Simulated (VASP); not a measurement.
# InP in VASP: further runs

InP is run at these levels: PBE+D3(BJ); tasks: single point.

Everything below comes from runs of VASP 6.6.1. Logs are shortened: lines on timing, memory, paths and dates and some standing lists are left out, and cuts for length are marked.

## 1. The cell of the first run

The cell holds a slab with vacuum, 16 atoms: a = 7.734 Å, b = 5.469 Å, c = 21.800 Å, α = 90.00°, β = 90.00°, γ = 90.00°.

## 2. Single point, PBE+D3(BJ)

Contents of INCAR:

```
SYSTEM = InP
PREC = Accurate
ENCUT = 400
EDIFF = 1E-6
ISMEAR = 0
SIGMA = 0.1
LREAL = .False.
LASPH = .True.
NELM = 120
ALGO = Normal
ISIF = 2
LWAVE = .False.
LCHARG = .False.
LDIPOL = .True.
IDIPOL = 3
DIPOL = 0.5 0.5 0.502
GGA = PE
IVDW = 12
NBANDS = 86
GGA_COMPAT = .False.
NELMDL = -8
```

Contents of KPOINTS:

```
Automatic mesh
0
Gamma
  3 4 1
  0 0 0
```

Contents of POSCAR:

```
InP
1.0
    7.7337451206      0.0000000000      0.0000000000
    0.0000000000      5.4685836187      0.0000000000
    0.0000000000      0.0000000000     21.8003088404
In P
8 8
Direct
    0.2500000000      0.5000000000      0.3669672782
    0.7500000000      0.5000000000      0.3669672782
    0.5000000000      0.0000000000      0.4556557594
    0.0000000000      0.0000000000      0.4556557594
    0.7500000000      0.5000000000      0.5538973519
    0.2500000000      0.5000000000      0.5538973519
    0.0000000000      0.0000000000      0.6300125945
    0.5000000000      0.0000000000      0.6300125945
    0.2500000000      0.0000000000      0.3669672782
    0.7500000000      0.0000000000      0.3669672782
    0.5000000000      0.5000000000      0.4556557594
    0.0000000000      0.5000000000      0.4556557594
    0.7500000000      0.0000000000      0.5470960231
    0.2500000000      0.0000000000      0.5470960231
    0.0000000000      0.5000000000      0.6363928220
    0.5000000000      0.5000000000      0.6363928220
```

Potentials or basis: VASP PAW PBE potentials, release 64 (In_d, P).

Launch:

```sh
$ cat potpaw_PBE.64/In_d/POTCAR potpaw_PBE.64/P/POTCAR > POTCAR
$ mpirun -np 1 vasp_std > vasp.out
```

OUTCAR:

```text
SYSTEM = InP
   PREC = Accurate
   ENCUT = 400
   EDIFF = 1E-6
   ISMEAR = 0
   LREAL = .False.
   LASPH = .True.
   NELM = 120
   ISIF = 2
   GGA = PE
   IVDW = 12
   NELMDL = -8
 IVDW          = 12

 ion  position               nearest neighbor table
   1  0.250  0.500  0.367-   9 2.73   9 2.73  12 2.73  11 2.73   2 3.87   2 3.87   3 3.87   4 3.87
                             4 3.87   3 3.87
   2  0.750  0.500  0.367-  10 2.73  10 2.73  12 2.73  11 2.73   1 3.87   1 3.87   3 3.87   4 3.87
                             4 3.87   3 3.87
   3  0.500  0.000  0.456-  11 2.73  11 2.73   9 2.73  10 2.73  14 2.78  13 2.78   8 3.80   4 3.87
                             4 3.87   1 3.87   2 3.87   2 3.87   1 3.87   5 3.98   6 3.98   5 3.98
   4  0.000  0.000  0.456-  12 2.73  12 2.73   9 2.73  10 2.73  14 2.78  13 2.78   7 3.80   3 3.87
                             3 3.87   1 3.87   2 3.87   2 3.87   1 3.87   5 3.98   6 3.98   5 3.98
   5  0.750  0.500  0.554-  15 2.64  16 2.64  13 2.74  13 2.74  11 2.89  12 2.89   7 3.74   7 3.74
                             8 3.74   8 3.74   6 3.87   6 3.87   3 3.98   4 3.98   3 3.98   4 3.98
   6  0.250  0.500  0.554-  15 2.64  16 2.64  14 2.74  14 2.74  11 2.89  12 2.89   7 3.74   7 3.74
                             8 3.74   8 3.74   5 3.87   5 3.87   3 3.98   4 3.98   3 3.98   4 3.98
   7  0.000  0.000  0.630-  13 2.65  14 2.65  15 2.74  15 2.74   5 3.74   5 3.74   6 3.74   6 3.74
                             4 3.80   8 3.87   8 3.87
   8  0.500  0.000  0.630-  13 2.65  14 2.65  16 2.74  16 2.74   5 3.74   5 3.74   6 3.74   6 3.74
                             3 3.80   7 3.87   7 3.87
   9  0.250  0.000  0.367-   1 2.73   1 2.73   4 2.73   3 2.73
  10  0.750  0.000  0.367-   2 2.73   2 2.73   4 2.73   3 2.73
  11  0.500  0.500  0.456-   3 2.73   3 2.73   1 2.73   2 2.73   6 2.89   5 2.89
  12  0.000  0.500  0.456-   4 2.73   4 2.73   1 2.73   2 2.73   6 2.89   5 2.89
  13  0.750  0.000  0.547-   7 2.65   8 2.65   5 2.74   5 2.74   3 2.78   4 2.78
  14  0.250  0.000  0.547-   7 2.65   8 2.65   6 2.74   6 2.74   3 2.78   4 2.78
  15  0.000  0.500  0.636-   5 2.64   6 2.64   7 2.74   7 2.74
  16  0.500  0.500  0.636-   5 2.64   6 2.64   8 2.74   8 2.74

  LATTYP: Found a simple orthorhombic cell.
 ALAT       =     5.4685836187
 B/A-ratio  =     1.4142135624
 C/A-ratio  =     3.9864634722

  Lattice vectors:

 A1 = (   0.0000000000,  -5.4685836187,   0.0000000000)
 A2 = (   7.7337451206,   0.0000000000,   0.0000000000)
 A3 = (   0.0000000000,   0.0000000000,  21.8003088404)

Analysis of symmetry for initial positions (statically):
=====================================================================
 Subroutine PRICEL returns following result:

  LATTYP: Found a simple orthorhombic cell.
 ALAT       =     3.8668725603
 B/A-ratio  =     1.4142135624
 C/A-ratio  =     5.6377107082

  Lattice vectors:

 A1 = (   3.8668725603,   0.0000000000,   0.0000000000)
 A2 = (   0.0000000000,   5.4685836187,   0.0000000000)
 A3 = (   0.0000000000,   0.0000000000,  21.8003088404)

   2 primitive cells build up your supercell.

 Routine SETGRP: Setting up the symmetry group for a
 simple orthorhombic supercell.

 Subroutine GETGRP returns: Found  4 space group operations
 (whereof  4 operations were pure point group operations)
 out of a pool of  8 trial point group operations.

The static configuration has the point symmetry C_2v.

Analysis of symmetry for dynamics (positions and initial velocities):
=====================================================================
 Subroutine PRICEL returns following result:

  LATTYP: Found a simple orthorhombic cell.
 ALAT       =     3.8668725603
 B/A-ratio  =     1.4142135624
 C/A-ratio  =     5.6377107082

  Lattice vectors:

 A1 = (   3.8668725603,   0.0000000000,   0.0000000000)
 A2 = (   0.0000000000,   5.4685836187,   0.0000000000)
 A3 = (   0.0000000000,   0.0000000000,  21.8003088404)

   2 primitive cells build up your supercell.

 Routine SETGRP: Setting up the symmetry group for a
 simple orthorhombic supercell.

 Subroutine GETGRP returns: Found  4 space group operations
 (whereof  4 operations were pure point group operations)
 out of a pool of  8 trial point group operations.

The dynamic configuration has the point symmetry C_2v.

 Subroutine INISYM returns: Found  4 space group operations
 (whereof  4 operations are pure point group operations),
 and found     2 'primitive' translations

----------------------------------------------------------------------------------------

                                     Primitive cell

  volume of cell :     460.9962

  direct lattice vectors                    reciprocal lattice vectors
     3.866872560  0.000000000  0.000000000     0.258606919  0.000000000  0.000000000
     0.000000000  5.468583619  0.000000000     0.000000000  0.182862706  0.000000000
     0.000000000  0.000000000 21.800308840     0.000000000  0.000000000  0.045870910

  length of vectors
     3.866872560  5.468583619 21.800308840     0.258606919  0.182862706  0.045870910

  position of ions in fractional coordinates (direct lattice)
     0.500000000  0.500000000  0.366967278
     1.000000000  0.000000000  0.455655759
     0.500000000  0.500000000  0.553897352
     0.000000000  0.000000000  0.630012595
     0.500000000  0.000000000  0.366967278
     1.000000000  0.500000000  0.455655759
     0.500000000  0.000000000  0.547096023
     0.000000000  0.500000000  0.636392822

  ion indices of the primitive-cell ions
   primitive index   ion index
                 1           1
                 2           3
                 3           6
                 4           7
                 5           9
                 6          11
                 7          14
                 8          15

----------------------------------------------------------------------------------------

 KPOINTS: Automatic mesh

Automatic generation of k-mesh.
 Grid dimensions read from file:
 generate k-points for:    3    4    1

 Generating k-lattice:

  Cartesian coordinates                     Fractional coordinates (reciprocal lattice)
     0.043101153  0.000000000  0.000000000     0.333333333  0.000000000  0.000000000
     0.000000000  0.045715677  0.000000000     0.000000000  0.250000000  0.000000000
     0.000000000  0.000000000  0.045870910     0.000000000  0.000000000  1.000000000

  Length of vectors
     0.043101153  0.045715677  0.045870910

  Shift w.r.t. Gamma in fractional coordinates (k-lattice)
     0.000000000  0.000000000  0.000000000

 Subroutine IBZKPT returns following result:
 ===========================================

 Found      6 irreducible k-points:

 Following reciprocal coordinates:
            Coordinates               Weight
  0.000000  0.000000  0.000000      1.000000
  0.333333  0.000000  0.000000      2.000000
  0.000000  0.250000  0.000000      2.000000
  0.333333  0.250000  0.000000      4.000000
  0.000000  0.500000  0.000000      1.000000
  0.333333  0.500000  0.000000      2.000000
   k-points           NKPTS =      6   k-points in BZ     NKDIM =      6   number of bands    NBANDS=     86
   number of dos      NEDOS =    301   number of ions     NIONS =     16
   total plane-waves  NPLWV = 259200
   dimension x,y,z NGX =    50 NGY =   36 NGZ =  144
   dimension x,y,z NGXF=   100 NGYF=   72 NGZF=  288
   ions per type =               8   8
   NGX,Y,Z   is equivalent  to a cutoff of  10.75, 10.94, 10.98 a.u.
   NGXF,Y,Z  is equivalent  to a cutoff of  21.50, 21.89, 21.96 a.u.
 SYSTEM =  InP
   PREC   = accura    normal or accurate (medium, high low for compatibility)
   ISTART =      0    job   : 0-new  1-cont  2-samecut
   ICHARG =      2    charge: 1-file 2-atom 10-const
   ISPIN  =      1    spin polarized calculation?
   LNONCOLLINEAR =      F non collinear calculations
   LSORBIT =      F    spin-orbit coupling
   LASPH  =      T    aspherical Exc in radial PAW
   ENCUT  =  400.0 eV  29.40 Ry    5.42 a.u.  12.61  8.92 35.55*2*pi/ulx,y,z
   NELM   =    120;   NELMIN=  2; NELMDL= -8     # of ELM steps
   EDIFF  = 0.1E-05   stopping-criterion for ELM
   LREAL  =      F    real-space projection
   EDIFFG = 0.1E-04   stopping-criterion for IOM
   NSW    =      0    number of steps for IOM
   IBRION =     -1    ionic relax: 0-MD 1-quasi-New 2-CG
   NFREE  =      0    steps in history (QN), initial steepest desc. (CG)
   ISIF   =      2    stress and relaxation
   ISYM   =      2    0-nonsym 1-usesym 2-fastsym
   POTIM  = 0.5000    time-step for ionic-motion
   TEBEG  =    0.0;   TEEND  =   0.0 temperature during run
   PSTRESS=    0.0 pullay stress
   NELECT =     144.0000    total number of electrons
   NUPDOWN=      -1.0000    fix difference up-down
   EMIN   =  10.00;   EMAX   =-10.00  energy-range for DOS
   EFERMI =   0.00;   METHOD = LEGACY
   ISMEAR =     0;   SIGMA  =   0.10  broadening in eV -4-tet -1-fermi 0-gaus
   EFERMI_NEDOS =   21; number of points for ismear=-14 and -15
   IALGO  =     38    algorithm
   IMIX   =      4    mixing-type and parameters
     AMIX     =   0.40;   BMIX     =  1.00
     AMIX_MAG =   1.60;   BMIX_MAG =  1.00
  volume/ion in A,a.u.               =      57.62       388.87
  Fermi-wavevector in a.u.,A,eV,Ry     =   0.881630  1.666040 10.575429  0.777272
  Thomas-Fermi vector in A             =   2.002153
   LORBIT       =      0    0 simple, 1 ext, 2 COOP (PROOUT), +10 PAW based schemes
   GGA     = PE    functional components
   LHFCALC =     F    Hartree Fock is set to
   AEXX    =    0.0000 exact exchange contribution
   IVDW    =    12    specifies the selected vdW correction
   LEPSILON=     F    determine dielectric tensor
   LRPA    =     F    only Hartree local field effects (RPA)
 non-spin polarized calculation
 Gauss-broadening in eV      SIGMA  =   0.10
  energy-cutoff  :      400.00
  volume of cell :      921.99
 maximum number of plane-waves:     16784
 NGX is ok and might be reduce to    50
   NGX = 25   NGY = 17   NGZ = 71

 dipolmoment           0.000000      0.000000     -0.034088 electrons x Angstroem

 number of electron     143.9999968 magnetization

 dipolmoment           0.000000      0.000000      0.014395 electrons x Angstroem

 Free energy of the ion-electron system (eV)
  ---------------------------------------------------
  ext. energy  EPLUGINS =         0.00000000
  ---------------------------------------------------
  free energy    TOTEN  =       -60.43699702 eV

  energy without entropy =      -60.40977927  energy(sigma->0) =      -60.42338814

 E-fermi :  -0.1740     XC(G=0):  -4.5411

 val. band max:       -0.2491681447   @ k =   0.3333   0.5000   0.0000
 cond. band min:      -0.1508133792   @ k =   0.0000   0.5000   0.0000
 fundamental gap:      0.0983547655
 Fermi energy:        -0.1740052723

 k-point     1 :       0.0000    0.0000    0.0000
  band No.  band energies     occupation
      1     -14.9015      2.00000
      2     -14.8658      2.00000
      3     -14.8212      2.00000
      4     -14.7690      2.00000
      5     -14.7676      2.00000
      6     -14.7357      2.00000
[... 76 lines left out ...]
     83       3.2481      0.00000
     84       3.7784      0.00000

 k-point     2 :       0.3333    0.0000    0.0000
  band No.  band energies     occupation
      1     -14.8836      2.00000
      2     -14.8647      2.00000
      3     -14.8024      2.00000
      4     -14.7670      2.00000
      5     -14.7670      2.00000
      6     -14.7613      2.00000
[... 337 lines left out ...]
     83       3.3280      0.00000
     84       3.3305      0.00000

 k-point     6 :       0.3333    0.5000    0.0000
  band No.  band energies     occupation
      1     -14.8356      2.00000
      2     -14.7933      2.00000
      3     -14.7425      2.00000
      4     -14.7376      2.00000
      5     -14.7208      2.00000
      6     -14.6999      2.00000
[... 76 lines left out ...]
     83       3.1895      0.00000
     84       3.2062      0.00000
 [bands above 84 left out]

------------------------ aborting loop because EDIFF is reached ----------------------------------------

 vacuum level on the upper side and lower side of the slab       (xc-potential included)        -0.073        -0.133

 Edisp (eV)   -4.34471

 E8    (eV) :    -2.0042

  FORCE on cell =-STRESS in cart. coord.  units (eV):
  Direction    XX          YY          ZZ          XY          YZ          ZX
  --------------------------------------------------------------------------------------
  -------------------------------------------------------------------------------------
  Total      -3.03090   -11.94928    -3.56610     0.00000     0.00000     0.00000
  in kB      -5.26689   -20.76467    -6.19694     0.00000     0.00000     0.00000
  external pressure =      -10.74 kB  Pullay stress =        0.00 kB

 VOLUME and BASIS-vectors are now :
 -----------------------------------------------------------------------------
  energy-cutoff  :      400.00
  volume of cell :      921.99
      direct lattice vectors                 reciprocal lattice vectors
     7.733745121  0.000000000  0.000000000     0.129303460  0.000000000  0.000000000
     0.000000000  5.468583619  0.000000000     0.000000000  0.182862706  0.000000000
     0.000000000  0.000000000 21.800308840     0.000000000  0.000000000  0.045870910

 POSITION                                       TOTAL-FORCE (eV/Angst)
 -----------------------------------------------------------------------------------
      1.93344      2.73429      8.00000        -0.000000      0.000000      0.587542
      5.80031      2.73429      8.00000        -0.000000      0.000000      0.587542
      3.86687      0.00000      9.93344        -0.000000     -0.000000     -0.713118
      0.00000      0.00000      9.93344        -0.000000     -0.000000     -0.713118
      5.80031      2.73429     12.07513        -0.000000      0.000000      0.000204
      1.93344      2.73429     12.07513         0.000000      0.000000      0.000204
[... 8 lines left out ...]
      0.00000      2.73429     13.87356         0.000000     -0.000000      0.000951
      3.86687      2.73429     13.87356         0.000000     -0.000000      0.000951
 -----------------------------------------------------------------------------------
    total drift:                                0.000000      0.000000     -0.000775

  FREE ENERGIE OF THE ION-ELECTRON SYSTEM (eV)
  ---------------------------------------------------
  free  energy   TOTEN  =       -64.7817022040 eV

  energy  without entropy=      -64.7544844585  energy(sigma->0) =      -64.76809333

 vacuum level on the upper side and lower side of the slab         4.240         4.178
```

Run time: 21 min. Hardware: 1 thread of Oxide Virtual Turin-like, shared host; peak memory 0.62 GiB.

Results:

* Free energy: -64.7817 eV
* Largest force: 0.713 eV/Å
* Band gap on the k mesh: zero (bands 72 and 73 overlap by 0.90 eV)
* Dispersion energy per atom: -0.272 eV

Forces on the atoms (eV/Å):
```
In   0.000  0.000  0.588
In   0.000  0.000  0.588
In   0.000  0.000 -0.713
In   0.000  0.000 -0.713
In   0.000  0.000  0.000
In   0.000  0.000  0.000
In   0.000  0.000 -0.008
In   0.000  0.000 -0.008
P    0.000  0.000  0.271
P    0.000  0.000  0.271
P    0.000  0.000 -0.132
P    0.000  0.000 -0.132
P    0.000  0.000 -0.007
P    0.000  0.000 -0.007
P    0.000  0.000  0.001
P    0.000  0.000  0.001
```

Levels at points of the mesh, in eV from the Fermi level:
```
           k point  band 70  band 71  band 72  band 73  band 74  band 75
(0.00, 0.00, 0.00)    -0.89    -0.87    -0.77    -0.72     0.06     0.10
(0.00, 0.50, 0.00)    -0.36     0.02     0.09     1.15     1.21     2.08
```

Caveat: spin-orbit coupling is left out, which moves the levels of the heavy elements.

[end of part 1 of 2]

The gap in the log of VASP goes by the Fermi energy; the results here count the filled bands.